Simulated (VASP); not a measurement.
# InSe (C2/m) in VASP: single point with PBE

Aim: the single point of InSe with PBE.

All numbers are computed with VASP 6.6.1; they aren't measurements. Logs are shortened: lines on timing, memory, paths and dates and some standing lists are left out, and cuts for length are marked.

## (1) The cell of the first run

It takes space group C2/m (No. 12, monoclinic). The conventional cell has a = 11.487 Å, b = 4.125 Å, c = 5.708 Å, α = 90.00°, β = 108.24°, γ = 90.00°. In (site symmetry m) has 3 Se at 2.69 to 2.72 Å and 3 In at 2.83 to 3.67 Å within 3.7 Å. Within 3.6 Å of Se (site symmetry m) lie 3 In at 2.69 to 2.72 Å.

## (2) Single point, PBE

The input, INCAR:

```
SYSTEM = InSe
  PREC = Accurate
  ENCUT = 520
  EDIFF = 1E-6
  ISMEAR = 0
  SIGMA = 0.05
  LREAL = .False.
  LASPH = .True.
  NELM = 60
  ALGO = Normal
  ISIF = 2
  LWAVE = .False.
  LCHARG = .True.
  GGA = PE
  LELF = .True.
  LVHAR = .True.
  NBANDS = 27
```

The input, KPOINTS:

```
regular mesh
0
Gamma
  8 8 6
  0 0 0
```

The input, POSCAR:

```
InSe
1.0
    5.7418854575     -2.0623790766     -0.1306417848
    5.7418854575      2.0623790766     -0.1306417848
   -1.6623467844      0.0000000000      5.4603689881
In Se
2 2
Direct
    0.8879009556      0.8879009556      0.0533034054
    0.1120990444      0.1120990444      0.9466965946
    0.6663292635      0.6663292635      0.6952062322
    0.3336707365      0.3336707365      0.3047937678
```

Potentials or basis: VASP PAW PBE potentials, release 64 (In_d, Se).

The run is started by

```console
cat potpaw_PBE.64/In_d/POTCAR potpaw_PBE.64/Se/POTCAR > POTCAR
mpirun -np 1 vasp_std > vasp.out
```

OUTCAR:

```text
SYSTEM = InSe
   PREC = Accurate
   ENCUT = 520
   EDIFF = 1E-6
   ISMEAR = 0
   LREAL = .False.
   LASPH = .True.
   NELM = 60
   ISIF = 2
   GGA = PE

 ion  position               nearest neighbor table
   1  0.888  0.888  0.053-   4 2.69   4 2.69   3 2.72   2 2.83   2 3.67   2 3.67
   2  0.112  0.112  0.947-   3 2.69   3 2.69   4 2.72   1 2.83   1 3.67   1 3.67
   3  0.666  0.666  0.695-   2 2.69   2 2.69   1 2.72
   4  0.334  0.334  0.305-   1 2.69   1 2.69   2 2.72

  LATTYP: Found a base centered monoclinic cell.
 ALAT       =    11.4867429471
 B/A-ratio  =     0.3590885747
 C/A-ratio  =     0.4969036053
 COS(beta)  =    -0.3129261517

  Lattice vectors:

 A1 = (   5.7418854575,  -2.0623790766,  -0.1306417848)
 A2 = (   5.7418854575,   2.0623790766,  -0.1306417848)
 A3 = (  -1.6623467844,   0.0000000000,   5.4603689881)

Analysis of symmetry for initial positions (statically):
=====================================================================
 Subroutine PRICEL returns:
 Original cell was already a primitive cell.

 Routine SETGRP: Setting up the symmetry group for a
 base centered monoclinic supercell.

 Subroutine GETGRP returns: Found  4 space group operations
 (whereof  4 operations were pure point group operations)
 out of a pool of  4 trial point group operations.

The static configuration has the point symmetry C_2h.

Analysis of symmetry for dynamics (positions and initial velocities):
=====================================================================
 Subroutine PRICEL returns:
 Original cell was already a primitive cell.

 Routine SETGRP: Setting up the symmetry group for a
 base centered monoclinic supercell.

 Subroutine GETGRP returns: Found  4 space group operations
 (whereof  4 operations were pure point group operations)
 out of a pool of  4 trial point group operations.

The dynamic configuration has the point symmetry C_2h.

 Subroutine INISYM returns: Found  4 space group operations
 (whereof  4 operations are pure point group operations),
 and found     1 'primitive' translations

----------------------------------------------------------------------------------------

                                     Primitive cell

  volume of cell :     128.4270

  direct lattice vectors                    reciprocal lattice vectors
     5.741885457 -2.062379077 -0.130641785     0.087686792 -0.242438456  0.026695239
     5.741885457  2.062379077 -0.130641785     0.087686792  0.242438456  0.026695239
    -1.662346784  0.000000000  5.460368988     0.004195892  0.000000000  0.184415198

  length of vectors
     6.102435853  6.102435853  5.707803984     0.259187219  0.259187219  0.184462925

  position of ions in fractional coordinates (direct lattice)
     0.887900956  0.887900956  0.053303405
     0.112099044  0.112099044  0.946696595
     0.666329264  0.666329264  0.695206232
     0.333670736  0.333670736  0.304793768

  ion indices of the primitive-cell ions
   primitive index   ion index
                 1           1
                 2           2
                 3           3
                 4           4

----------------------------------------------------------------------------------------

 KPOINTS: regular mesh

Automatic generation of k-mesh.
 Grid dimensions read from file:
 generate k-points for:    8    8    6

 Generating k-lattice:

  Cartesian coordinates                     Fractional coordinates (reciprocal lattice)
     0.010960849 -0.030304807  0.003336905     0.125000000 -0.000000000  0.000000000
     0.010960849  0.030304807  0.003336905    -0.000000000  0.125000000  0.000000000
     0.000699315  0.000000000  0.030735866     0.000000000  0.000000000  0.166666667

  Length of vectors
     0.032398402  0.032398402  0.030743821

  Shift w.r.t. Gamma in fractional coordinates (k-lattice)
     0.000000000  0.000000000  0.000000000

 Subroutine IBZKPT returns following result:
 ===========================================

 Found    114 irreducible k-points:

 Following reciprocal coordinates:
            Coordinates               Weight
  0.000000  0.000000  0.000000      1.000000
  0.125000 -0.000000  0.000000      4.000000
  0.250000 -0.000000  0.000000      4.000000
  0.375000 -0.000000  0.000000      4.000000
  0.500000 -0.000000  0.000000      2.000000
  0.125000  0.125000  0.000000      2.000000
[... 16 lines left out ...]
  0.125000 -0.000000  0.166667      4.000000
  0.250000 -0.000000  0.166667      4.000000
 [... further k-points ...]
   k-points           NKPTS =    114   k-points in BZ     NKDIM =    114   number of bands    NBANDS=     27
   number of dos      NEDOS =    301   number of ions     NIONS =      4
   total plane-waves  NPLWV =  96768
   dimension x,y,z NGX =    48 NGY =   48 NGZ =   42
   dimension x,y,z NGXF=    96 NGYF=   96 NGZF=   84
   ions per type =               2   2
   NGX,Y,Z   is equivalent  to a cutoff of  13.08, 13.08, 12.23 a.u.
   NGXF,Y,Z  is equivalent  to a cutoff of  26.15, 26.15, 24.47 a.u.
 SYSTEM =  InSe
   PREC   = accura    normal or accurate (medium, high low for compatibility)
   ISTART =      0    job   : 0-new  1-cont  2-samecut
   ICHARG =      2    charge: 1-file 2-atom 10-const
   ISPIN  =      1    spin polarized calculation?
   LNONCOLLINEAR =      F non collinear calculations
   LSORBIT =      F    spin-orbit coupling
   LASPH  =      T    aspherical Exc in radial PAW
   ENCUT  =  520.0 eV  38.22 Ry    6.18 a.u.  11.35 11.35 10.61*2*pi/ulx,y,z
   NELM   =     60;   NELMIN=  2; NELMDL= -5     # of ELM steps
   EDIFF  = 0.1E-05   stopping-criterion for ELM
   LREAL  =      F    real-space projection
   EDIFFG = 0.1E-04   stopping-criterion for IOM
   NSW    =      0    number of steps for IOM
   IBRION =     -1    ionic relax: 0-MD 1-quasi-New 2-CG
   NFREE  =      0    steps in history (QN), initial steepest desc. (CG)
   ISIF   =      2    stress and relaxation
   ISYM   =      2    0-nonsym 1-usesym 2-fastsym
   POTIM  = 0.5000    time-step for ionic-motion
   TEBEG  =    0.0;   TEEND  =   0.0 temperature during run
   PSTRESS=    0.0 pullay stress
   NELECT =      38.0000    total number of electrons
   NUPDOWN=      -1.0000    fix difference up-down
   EMIN   =  10.00;   EMAX   =-10.00  energy-range for DOS
   EFERMI =   0.00;   METHOD = LEGACY
   ISMEAR =     0;   SIGMA  =   0.05  broadening in eV -4-tet -1-fermi 0-gaus
   EFERMI_NEDOS =   21; number of points for ismear=-14 and -15
   IALGO  =     38    algorithm
   IMIX   =      4    mixing-type and parameters
     AMIX     =   0.40;   BMIX     =  1.00
     AMIX_MAG =   1.60;   BMIX_MAG =  1.00
  volume/ion in A,a.u.               =      32.11       216.67
  Fermi-wavevector in a.u.,A,eV,Ry     =   1.090897  2.061497 16.191712  1.190057
  Thomas-Fermi vector in A             =   2.227131
   LORBIT       =      0    0 simple, 1 ext, 2 COOP (PROOUT), +10 PAW based schemes
   GGA     = PE    functional components
   LHFCALC =     F    Hartree Fock is set to
   AEXX    =    0.0000 exact exchange contribution
   IVDW    =     0    specifies the selected vdW correction
   LEPSILON=     F    determine dielectric tensor
   LRPA    =     F    only Hartree local field effects (RPA)
 non-spin polarized calculation
 Gauss-broadening in eV      SIGMA  =   0.05
  energy-cutoff  :      520.00
  volume of cell :      128.43
 maximum number of plane-waves:      3490
 NGX is ok and might be reduce to    48
   NGX = 23   NGY = 23   NGZ = 21

 number of electron      38.0000008 magnetization

 Free energy of the ion-electron system (eV)
  ---------------------------------------------------
  ext. energy  EPLUGINS =         0.00000000
  ---------------------------------------------------
  free energy    TOTEN  =       -14.08603601 eV

  energy without entropy =      -14.08603601  energy(sigma->0) =      -14.08603601

 E-fermi :   3.3062     XC(G=0):  -8.4407

 val. band max:        3.0612061233   @ k =   0.5000   0.5000   0.0000
 cond. band min:       4.1290745890   @ k =  -0.0000  -0.0000   0.5000
 fundamental gap:      1.0678684658
 Fermi energy:         3.3062147177

 k-point     1 :       0.0000    0.0000    0.0000
  band No.  band energies     occupation
      1     -11.5180      2.00000
      2     -11.4147      2.00000
      3     -11.2535      2.00000
      4     -11.2153      2.00000
      5     -11.1823      2.00000
      6     -11.1813      2.00000
[... 19 lines left out ...]
     26       9.3910      0.00000
     27      10.5773      0.00000

 k-point     2 :       0.1250   -0.0000    0.0000
  band No.  band energies     occupation
      1     -11.5150      2.00000
      2     -11.4140      2.00000
      3     -11.2979      2.00000
      4     -11.2050      2.00000
      5     -11.1953      2.00000
      6     -11.1721      2.00000
[... 19 lines left out ...]
     26       9.2280      0.00000
     27      10.7601      0.00000

 k-point     3 :       0.2500   -0.0000    0.0000
  band No.  band energies     occupation
      1     -11.5118      2.00000
      2     -11.4121      2.00000
      3     -11.3720      2.00000
      4     -11.2203      2.00000
      5     -11.1879      2.00000
      6     -11.1661      2.00000
[... 19 lines left out ...]
     26       9.7991      0.00000
     27      10.4762      0.00000

 k-point     4 :       0.3750   -0.0000    0.0000
  band No.  band energies     occupation
      1     -11.5213      2.00000
      2     -11.4159      2.00000
      3     -11.4097      2.00000
      4     -11.2446      2.00000
      5     -11.1832      2.00000
      6     -11.1788      2.00000
[... 19 lines left out ...]
     26       9.7468      0.00000
     27      10.6532      0.00000
[... 516 lines left out ...]
      4     -11.2150      2.00000
      5     -11.1823      2.00000
      6     -11.1817      2.00000
[... 19 lines left out ...]
     26       9.5119      0.00000
     27      10.3359      0.00000

 k-point    23 :       0.1250   -0.0000    0.1667
  band No.  band energies     occupation
      1     -11.5187      2.00000
      2     -11.4133      2.00000
      3     -11.2964      2.00000
      4     -11.2045      2.00000
      5     -11.1958      2.00000
      6     -11.1723      2.00000
[... 19 lines left out ...]
     26       9.3771      0.00000
     27      10.6117      0.00000

 k-point    24 :       0.2500   -0.0000    0.1667
  band No.  band energies     occupation
      1     -11.5170      2.00000
      2     -11.4116      2.00000
      3     -11.3677      2.00000
      4     -11.2213      2.00000
      5     -11.1874      2.00000
      6     -11.1656      2.00000
[... 19 lines left out ...]
     26      10.0425      0.00000
     27      10.7719      0.00000

 [... further k-points ...]

------------------------ aborting loop because EDIFF is reached ----------------------------------------

  FORCE on cell =-STRESS in cart. coord.  units (eV):
  Direction    XX          YY          ZZ          XY          YZ          ZX
  --------------------------------------------------------------------------------------
  -------------------------------------------------------------------------------------
  Total        0.0298081      0.0305873      0.0436327      0.0000000      0.0000000      0.0005102
  in kB        0.3718683      0.3815892      0.5443355      0.0000000      0.0000000      0.0063649
  external PRESSURE =       0.4325977 kB  Pullay stress =       0.0000000 kB

 VOLUME and BASIS-vectors are now :
 -----------------------------------------------------------------------------
  energy-cutoff  :      520.00
  volume of cell :      128.43
      direct lattice vectors                 reciprocal lattice vectors
     5.741885457 -2.062379077 -0.130641785     0.087686792 -0.242438456  0.026695239
     5.741885457  2.062379077 -0.130641785     0.087686792  0.242438456  0.026695239
    -1.662346784  0.000000000  5.460368988     0.004195892  0.000000000  0.184415198

 POSITION                                       TOTAL-FORCE (eV/Angst)
 -----------------------------------------------------------------------------------
     10.10784      0.00000      0.05906         0.014939      0.000000     -0.002883
     -0.28642      0.00000      5.14002        -0.014939      0.000000      0.002883
      6.49630      0.00000      3.62198         0.001788      0.000000     -0.010818
      3.32513      0.00000      1.57710        -0.001788      0.000000      0.010818
 -----------------------------------------------------------------------------------
    total drift:                                0.000000     -0.000000     -0.000000

  FREE ENERGIE OF THE ION-ELECTRON SYSTEM (eV)
  ---------------------------------------------------
  free  energy   TOTEN  =       -14.0860360132 eV

  energy  without entropy=      -14.0860360132  energy(sigma->0) =      -14.08603601
```

Run time: 5.8 min. Hardware: 1 thread of Intel Xeon Platinum 8488C (Sapphire Rapids), shared host; peak memory 0.52 GiB.

Results:

```
Free energy            : -14.0860 eV
Pressure               : 0.0 GPa
Largest force          : 0.015 eV/Å
Band gap on the k mesh : 1.07 eV (least direct gap 1.22 eV)
```

Forces on the atoms (eV/Å):
```
In   0.015  0.000 -0.003
In  -0.015  0.000  0.003
Se   0.002  0.000 -0.011
Se  -0.002  0.000  0.011
```

Caveat: spin-orbit coupling is left out, which moves the levels of the heavy elements.
